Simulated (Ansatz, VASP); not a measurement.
# ZnS in VASP and in Ansatz

The input INCAR:

```
ALGO = Normal
EDIFF = 1E-7
ENCUT = 520
GGA = PE
ISIF = 2
ISMEAR = 0
LASPH = T
LCHARG = F
LREAL = F
LWAVE = F
NBANDS = 16
NELM = 100
PREC = Accurate
SIGMA = 0.05
```

The input KPOINTS:

```
k-points
0
Gamma
  10 10 10
```

The input POSCAR:

```
ZnS
1.0
    0.0000000000      2.9210220000      2.9210220000
    2.9210220000      0.0000000000      2.9210220000
    2.9210220000      2.9210220000      0.0000000000
Zn S
1 1
Direct
    0.0000000000      0.0000000000      0.0000000000
    0.7500000000      0.7500000000      0.7500000000
```

Input for Ansatz:

```yaml
crystal:
  lattice:
    - [0.0, 2.921022, 2.921022]
    - [2.921022, 0.0, 2.921022]
    - [2.921022, 2.921022, 0.0]
  atoms:
    - { symbol: Zn, position: [0.0, 0.0, 0.0] }
    - { symbol: S, position: [0.75, 0.75, 0.75] }
basis:
  ecutwfc: 420
kpoints:
  mp_grid: { grid: [10, 10, 10] }
hamiltonian:
  xc: pbe
scf:
  occupations: { method: gaussian, width: 0.05 }
output:
  forces: true
  stress: true
  eigenvalues: true
```

Change from the starting cell: strain +0.080 along x and y, +0.080 along z, atoms carried along.

Alike in both runs: task single point; functional PBE; k mesh 10 × 10 × 10; occupations gaussian, width 0.05 eV; no spin polarisation.

|  | VASP | Ansatz |
| --- | --- | --- |
| version | VASP 6.6.1 | Ansatz 0.2.0 |
| potentials or method | VASP PAW PBE potentials, release 64 (Zn, S), cutoff 520 eV | scalar-relativistic, plane waves, PAW |
| valence electrons in the cell | 18 | 18 |

|  | VASP | Ansatz | Ansatz less VASP |
| --- | --- | --- | --- |
| gap on the k mesh at the Fermi level (eV) | 1.16 | 1.16 | +0.002 |
| least direct gap on the mesh (eV) | 1.16 | 1.16 | +0.002 |
| pressure (GPa) | -9.1 | -9.2 | -0.06 |

With one functional, cell and mesh, what is left measures potentials, basis and numerics.
